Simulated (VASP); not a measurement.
Write the native input for VASP 6.6.1 that does the following.

- Task: single point
- Functional: PBE
- Potentials or basis: VASP PAW PBE potentials, release 64 (Si)
- Cutoff: 500 eV
- k mesh: 3 × 3 × 3
- Occupations: gaussian, width 0.01 eV
- Spin: no spin polarisation
- Dipole correction: no
- Further INCAR settings: ALGO = Normal; EDIFF = 1e-06; NBANDS = 11

The structure of Si lies in POSCAR:

```
Si
1.0
    0.0000000000      2.6787995551      2.6787995551
    2.6787995551      0.0000000000      2.6787995551
    2.6787995551      2.6787995551      0.0000000000
Si
2
Direct
    0.0000000000      0.0000000000      0.0000000000
    0.2500000000      0.2500000000      0.2500000000
```

The input as run:

INCAR

```
SYSTEM = Si
ALGO = Normal
EDIFF = 1E-6
ENCUT = 500
GGA = PE
GGA_COMPAT = .FALSE.
ISIF = 2
ISMEAR = 0
LASPH = .TRUE.
LCHARG = .FALSE.
LREAL = .FALSE.
LWAVE = .FALSE.
NBANDS = 11
NELM = 120
PREC = Accurate
SIGMA = 0.01
```

KPOINTS

```
k-points
0
G
  3 3 3
  0 0 0
```

Potentials or basis: VASP PAW PBE potentials, release 64 (Si).

Run with:

```console
$ cat potpaw_PBE.64/Si/POTCAR > POTCAR
$ mpirun -np 1 vasp_std > vasp.out
```

It gave:

```
Pressure               : 8.6 GPa
Band gap on the k mesh : 0.62 eV, indirect (least direct gap 2.53 eV)
```

Caveat: the k points lie up to 0.68 Å⁻¹ apart.

It took 1.9 s on 1 thread of Intel(R) Xeon(R) Platinum 8488C (Sapphire Rapids), with other jobs on the host, peak memory 0.13 GiB.
